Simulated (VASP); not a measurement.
Here is a VASP 6.6.1 calculation.

File INCAR:

```
PREC = Accurate
ENCUT = 600
EDIFF = 1E-6
ISMEAR = 0
SIGMA = 0.05
LREAL = F
LASPH = T
NELM = 80
ALGO = Normal
ISIF = 4
LWAVE = F
LCHARG = F
GGA = RE
IVDW = 12
IBRION = 2
NSW = 60
EDIFFG = -0.02
```

File KPOINTS:

```
regular mesh
0
Gamma
  8 8 6
```

File POSCAR:

```
GaN
1.0
    3.1771651428      0.0000000001      0.0000000000
   -1.5885825715      2.7515057256      0.0000000000
    0.0000000000      0.0000000000      5.1752186774
Ga N
2 2
Direct
    0.3333333333      0.6666666667     -0.0008277438
    0.6666666667      0.3333333333      0.4991722562
    0.3333333333      0.6666666667      0.3758277438
    0.6666666667      0.3333333333      0.8758277438
```

Potentials or basis: VASP PAW PBE potentials, release 64 (Ga_d, N).

Command:

```sh
$ cat potpaw_PBE.64/Ga_d/POTCAR potpaw_PBE.64/N/POTCAR > POTCAR
$ mpirun -np 1 vasp_std > vasp.out
```

**Question.** What does it give for the dispersion energy per atom?

**Answer.** -0.496 eV.

**Question.** Estimate the band gap on the k mesh.

**Answer.** 2.02 eV, direct.

Stress tensor (GPa, compression positive):
```
2.44 0.00 0.00
0.00 2.44 0.00
0.00 0.00 2.63
```

Caveat: the relaxation stopped at its first step, so nothing moved; the PAW data sets were made with another functional, which shifts forces and pressure a little.
